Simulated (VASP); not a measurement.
# Se (P-1) in VASP: single point with PBE

Aim: the single point of Se with PBE.

Everything below comes from runs of VASP 6.6.1. Logs are shortened: lines on timing, memory, paths and dates and some standing lists are left out, and cuts for length are marked.

**1. The cell of the first run**

The typed cell holds 6 atoms: a = 6.867 Å, b = 6.625 Å, c = 6.682 Å, α = 114.87°, β = 116.35°, γ = 114.76°.

**2. Single point, PBE (equal xy, yz and zx shear strains of +3 %)**

INCAR

```
PREC     = Accurate       # precision mode
ENCUT    = 520            # plane-wave cutoff, eV
EDIFF    = 1E-6           # SCF threshold, eV
ISMEAR   = -1             # smearing method
SIGMA    = 0.01           # smearing width, eV
LREAL    = F              # projectors in reciprocal space
LASPH    = T              # aspherical terms in the spheres
NELM     = 100            # most SCF steps
ALGO     = Normal         # electronic algorithm
ISIF     = 2              # what is computed and relaxed
LWAVE    = F              # write WAVECAR
LCHARG   = T              # write CHGCAR
GGA      = PE             # functional
LELF     = T              # ELF
LVHAR    = T            
NBANDS   = 27             # bands
```

KPOINTS

```
Automatic mesh
0
Gamma
  6 6 6
```

POSCAR

```
Se
1.0
    5.7523437139      3.3872867474      1.6107438999
   -5.6096560099      3.2168567516      1.4403139041
   -0.0762528540     -6.5377086491      1.3779321960
Se
6
Direct
    0.2806600000      0.1625100000      0.9181800000
    0.9181800000      0.2806600000      0.1625100000
    0.1625100000      0.9181800000      0.2806600000
    0.7193400000      0.8374900000      0.0818200000
    0.0818200000      0.7193400000      0.8374900000
    0.8374900000      0.0818200000      0.7193400000
```

Potentials or basis: VASP PAW PBE potentials, release 64 (Se).

Command:

```sh
> cat potpaw_PBE.64/Se/POTCAR > POTCAR
> mpirun -np 1 vasp_std > vasp.out
```

OUTCAR:

```text
PREC = Accurate
   ENCUT = 520
   EDIFF = 1E-6
   ISMEAR = -1
   LREAL = F
   LASPH = T
   NELM = 100
   ISIF = 2
   GGA = PE

 ion  position               nearest neighbor table
   1  0.281  0.163  0.918-   5 2.33   6 2.40
   2  0.918  0.281  0.163-   4 2.33   6 2.34
   3  0.163  0.918  0.281-   5 2.34   4 2.40
   4  0.719  0.837  0.082-   2 2.33   3 2.40
   5  0.082  0.719  0.837-   1 2.33   3 2.34
   6  0.837  0.082  0.719-   2 2.34   1 2.40

  LATTYP: Found a triclinic cell.
 ALAT       =     8.7152758354
 B/A-ratio  =     0.5083013429
 C/A-ratio  =     1.2868095611
 COS(alpha) =     0.0112057054
 COS(beta)  =     0.6452372086
 COS(gamma) =     0.6694099588

  Lattice vectors:

 A1 = (  -5.5432211599,   3.2832916015,   5.8693039041)
 A2 = (   0.0664348500,   0.0664348499,   4.4289900000)
 A3 = (  -5.5334031559,   9.7545654007,   0.0623817081)

Analysis of symmetry for initial positions (statically):
=====================================================================
 Subroutine PRICEL returns:
 Original cell was already a primitive cell.

 Routine SETGRP: Setting up the symmetry group for a
 triclinic supercell.

 Subroutine GETGRP returns: Found  2 space group operations
 (whereof  2 operations were pure point group operations)
 out of a pool of  2 trial point group operations.

The static configuration has the point symmetry S_2 .

Analysis of symmetry for dynamics (positions and initial velocities):
=====================================================================
 Subroutine PRICEL returns:
 Original cell was already a primitive cell.

 Routine SETGRP: Setting up the symmetry group for a
 triclinic supercell.

 Subroutine GETGRP returns: Found  2 space group operations
 (whereof  2 operations were pure point group operations)
 out of a pool of  2 trial point group operations.

The dynamic configuration has the point symmetry S_2 .

 Subroutine INISYM returns: Found  2 space group operations
 (whereof  2 operations are pure point group operations),
 and found     1 'primitive' translations

----------------------------------------------------------------------------------------

                                     Primitive cell

  volume of cell :     164.9428

  direct lattice vectors                    reciprocal lattice vectors
     5.752343714  3.387286747  1.610743900     0.083962227  0.046197218  0.223832720
    -5.609656010  3.216856752  1.440313904    -0.092141200  0.048799732  0.226435233
    -0.076252854 -6.537708649  1.377932196    -0.001835644 -0.105011567  0.227387819

  length of vectors
     6.867143920  6.625021664  6.681777160     0.243484958  0.249287644  0.250471594

  position of ions in fractional coordinates (direct lattice)
     0.280660000  0.162510000  0.918180000
     0.918180000  0.280660000  0.162510000
     0.162510000  0.918180000  0.280660000
     0.719340000  0.837490000  0.081820000
     0.081820000  0.719340000  0.837490000
     0.837490000  0.081820000  0.719340000

  ion indices of the primitive-cell ions
   primitive index   ion index
                 1           1
                 2           2
                 3           3
                 4           4
                 5           5
                 6           6

----------------------------------------------------------------------------------------

 KPOINTS: Automatic mesh

Automatic generation of k-mesh.
 Grid dimensions read from file:
 generate k-points for:    6    6    6

 Generating k-lattice:

  Cartesian coordinates                     Fractional coordinates (reciprocal lattice)
     0.013993704  0.007699536  0.037305453     0.166666667  0.000000000  0.000000000
    -0.015356867  0.008133289  0.037739206     0.000000000  0.166666667  0.000000000
    -0.000305941 -0.017501928  0.037897970     0.000000000  0.000000000  0.166666667

  Length of vectors
     0.040580826  0.041547941  0.041745266

  Shift w.r.t. Gamma in fractional coordinates (k-lattice)
     0.000000000  0.000000000  0.000000000

 Subroutine IBZKPT returns following result:
 ===========================================

 Found    112 irreducible k-points:

 Following reciprocal coordinates:
            Coordinates               Weight
  0.000000  0.000000  0.000000      1.000000
  0.166667  0.000000 -0.000000      2.000000
  0.333333 -0.000000 -0.000000      2.000000
  0.500000 -0.000000  0.000000      1.000000
 -0.000000  0.166667  0.000000      2.000000
  0.166667  0.166667 -0.000000      2.000000
[... 16 lines left out ...]
  0.333333 -0.000000  0.166667      2.000000
  0.500000 -0.000000  0.166667      2.000000
 [... further k-points ...]
   k-points           NKPTS =    112   k-points in BZ     NKDIM =    112   number of bands    NBANDS=     27
   number of dos      NEDOS =    301   number of ions     NIONS =      6
   total plane-waves  NPLWV = 135000
   dimension x,y,z NGX =    54 NGY =   50 NGZ =   50
   dimension x,y,z NGXF=   108 NGYF=  100 NGZF=  100
   ions per type =               6
   NGX,Y,Z   is equivalent  to a cutoff of  13.07, 12.55, 12.44 a.u.
   NGXF,Y,Z  is equivalent  to a cutoff of  26.15, 25.09, 24.88 a.u.
 SYSTEM =  unknown system
   PREC   = accura    normal or accurate (medium, high low for compatibility)
   ISTART =      0    job   : 0-new  1-cont  2-samecut
   ICHARG =      2    charge: 1-file 2-atom 10-const
   ISPIN  =      1    spin polarized calculation?
   LNONCOLLINEAR =      F non collinear calculations
   LSORBIT =      F    spin-orbit coupling
   LASPH  =      T    aspherical Exc in radial PAW
   ENCUT  =  520.0 eV  38.22 Ry    6.18 a.u.  12.77 12.32 12.42*2*pi/ulx,y,z
   NELM   =    100;   NELMIN=  2; NELMDL= -5     # of ELM steps
   EDIFF  = 0.1E-05   stopping-criterion for ELM
   LREAL  =      F    real-space projection
   EDIFFG = 0.1E-04   stopping-criterion for IOM
   NSW    =      0    number of steps for IOM
   IBRION =     -1    ionic relax: 0-MD 1-quasi-New 2-CG
   NFREE  =      0    steps in history (QN), initial steepest desc. (CG)
   ISIF   =      2    stress and relaxation
   ISYM   =      2    0-nonsym 1-usesym 2-fastsym
   POTIM  = 0.5000    time-step for ionic-motion
   TEBEG  =    0.0;   TEEND  =   0.0 temperature during run
   PSTRESS=    0.0 pullay stress
   NELECT =      36.0000    total number of electrons
   NUPDOWN=      -1.0000    fix difference up-down
   EMIN   =  10.00;   EMAX   =-10.00  energy-range for DOS
   EFERMI =   0.00;   METHOD = LEGACY
   ISMEAR =    -1;   SIGMA  =   0.01  broadening in eV -4-tet -1-fermi 0-gaus
   EFERMI_NEDOS =   21; number of points for ismear=-14 and -15
   IALGO  =     38    algorithm
   IMIX   =      4    mixing-type and parameters
     AMIX     =   0.40;   BMIX     =  1.00
     AMIX_MAG =   1.60;   BMIX_MAG =  1.00
  volume/ion in A,a.u.               =      27.49       185.51
  Fermi-wavevector in a.u.,A,eV,Ry     =   0.985669  1.862645 13.218658  0.971544
  Thomas-Fermi vector in A             =   2.116993
   LORBIT       =      0    0 simple, 1 ext, 2 COOP (PROOUT), +10 PAW based schemes
   GGA     = PE    functional components
   LHFCALC =     F    Hartree Fock is set to
   AEXX    =    0.0000 exact exchange contribution
   IVDW    =     0    specifies the selected vdW correction
   LEPSILON=     F    determine dielectric tensor
   LRPA    =     F    only Hartree local field effects (RPA)
 non-spin polarized calculation
  energy-cutoff  :      520.00
  volume of cell :      164.94
 maximum number of plane-waves:      4473
 NGX is ok and might be reduce to    54
   NGX = 25   NGY = 25   NGZ = 25

 number of electron      36.0000001 magnetization

 Free energy of the ion-electron system (eV)
  ---------------------------------------------------
  ext. energy  EPLUGINS =         0.00000000
  ---------------------------------------------------
  free energy    TOTEN  =       -20.65052834 eV

  energy without entropy =      -20.65052834  energy(sigma->0) =      -20.65052834

 E-fermi :   2.6191     XC(G=0):  -8.7972

 val. band max:        2.3876789388   @ k =   0.5000   0.5000   0.5000
 cond. band min:       3.4514972686   @ k =  -0.1667  -0.1667   0.1667
 fundamental gap:      1.0638183297
 Fermi energy:         2.6191419673

 k-point     1 :       0.0000    0.0000    0.0000
  band No.  band energies     occupation
      1     -13.4275      2.00000
      2     -11.8557      2.00000
      3     -11.5342      2.00000
      4      -9.5511      2.00000
      5      -9.3417      2.00000
      6      -7.7626      2.00000
[... 19 lines left out ...]
     26       8.8811      0.00000
     27       8.9617      0.00000

 k-point     2 :       0.1667    0.0000   -0.0000
  band No.  band energies     occupation
      1     -13.3588      2.00000
      2     -11.8897      2.00000
      3     -11.5458      2.00000
      4      -9.4982      2.00000
      5      -9.3113      2.00000
      6      -7.8048      2.00000
[... 19 lines left out ...]
     26       8.8826      0.00000
     27       9.1901      0.00000

 k-point     3 :       0.3333   -0.0000   -0.0000
  band No.  band energies     occupation
      1     -13.2039      2.00000
      2     -11.9734      2.00000
      3     -11.5650      2.00000
      4      -9.4353      2.00000
      5      -9.2021      2.00000
      6      -7.9153      2.00000
[... 19 lines left out ...]
     26       9.0628      0.00000
     27       9.6022      0.00000

 k-point     4 :       0.5000   -0.0000    0.0000
  band No.  band energies     occupation
      1     -13.1138      2.00000
      2     -12.0265      2.00000
      3     -11.5732      2.00000
      4      -9.4192      2.00000
      5      -9.1283      2.00000
      6      -7.9836      2.00000
[... 19 lines left out ...]
     26       9.5299      0.00000
     27      10.2861      0.00000
[... 516 lines left out ...]
      4      -9.4704      2.00000
      5      -9.2037      2.00000
      6      -7.9133      2.00000
[... 19 lines left out ...]
     26       9.3768      0.00000
     27       9.7455      0.00000

 k-point    23 :       0.3333   -0.0000    0.1667
  band No.  band energies     occupation
      1     -13.1067      2.00000
      2     -11.9987      2.00000
      3     -11.6222      2.00000
      4      -9.4166      2.00000
      5      -9.1416      2.00000
      6      -7.9505      2.00000
[... 19 lines left out ...]
     26       9.8121      0.00000
     27      10.1435      0.00000

 k-point    24 :       0.5000   -0.0000    0.1667
  band No.  band energies     occupation
      1     -13.1195      2.00000
      2     -12.0755      2.00000
      3     -11.6371      2.00000
      4      -9.4389      2.00000
      5      -9.1454      2.00000
      6      -7.8336      2.00000
[... 19 lines left out ...]
     26       9.3418      0.00000
     27       9.7374      0.00000

 [... further k-points ...]

------------------------ aborting loop because EDIFF is reached ----------------------------------------

  FORCE on cell =-STRESS in cart. coord.  units (eV):
  Direction    XX          YY          ZZ          XY          YZ          ZX
  --------------------------------------------------------------------------------------
  -------------------------------------------------------------------------------------
  Total        2.3323482      4.1214165      2.6880031     -1.1449718     -0.4196744     -1.4124081
  in kB       22.6553443     40.0335196     26.1100103    -11.1217230     -4.0765214    -13.7194739
  external PRESSURE =      29.5996247 kB  Pullay stress =       0.0000000 kB

 VOLUME and BASIS-vectors are now :
 -----------------------------------------------------------------------------
  energy-cutoff  :      520.00
  volume of cell :      164.94
      direct lattice vectors                 reciprocal lattice vectors
     5.752343714  3.387286747  1.610743900     0.083962227  0.046197218  0.223832720
    -5.609656010  3.216856752  1.440313904    -0.092141200  0.048799732  0.226435233
    -0.076252854 -6.537708649  1.377932196    -0.001835644 -0.105011567  0.227387819

 POSITION                                       TOTAL-FORCE (eV/Angst)
 -----------------------------------------------------------------------------------
      0.63281     -4.52935      1.95133        -0.318289      0.377142      0.256698
      3.69489      2.95054      2.10712        -0.613622      0.011488      0.461934
     -4.23726      1.66925      1.97096        -0.084024     -0.584782      0.260938
     -0.56638      4.59578      2.47766         0.318289     -0.377142     -0.256698
     -3.62845     -2.88410      2.32187         0.613622     -0.011488     -0.461934
      4.30370     -1.60281      2.45803         0.084024      0.584782     -0.260938
 -----------------------------------------------------------------------------------
    total drift:                               -0.000000      0.000000      0.000000

  FREE ENERGIE OF THE ION-ELECTRON SYSTEM (eV)
  ---------------------------------------------------
  free  energy   TOTEN  =       -20.6505283383 eV

  energy  without entropy=      -20.6505283383  energy(sigma->0) =      -20.65052834
```

Wall time 6.9 min (1 thread of Intel Xeon 8259CL, shared host); peak memory 0.59 GiB.

Results:

```yaml
Free_energy: -20.6505 eV
Pressure: 3.0 GPa
Largest_force: 0.768 eV/Å
Band_gap_on_the_k_mesh: 1.06 eV (least direct gap 1.29 eV)
```

Forces in eV/Å, atoms in the order of the input:
```
Se  -0.318  0.377  0.257
Se  -0.614  0.011  0.462
Se  -0.084 -0.585  0.261
Se   0.318 -0.377 -0.257
Se   0.614 -0.011 -0.462
Se   0.084  0.585 -0.261
```

Stress tensor (GPa, compression positive):
```
 2.27 -1.11 -1.37
-1.11  4.00 -0.41
-1.37 -0.41  2.61
```

Caveat: the cell differs from its parent crystal (equal xy, yz and zx shear strains of +3 %); this functional lacks dispersion, which holds the molecules together, so the pressure and a relaxed volume are unreliable. A k mesh can miss the band edges.
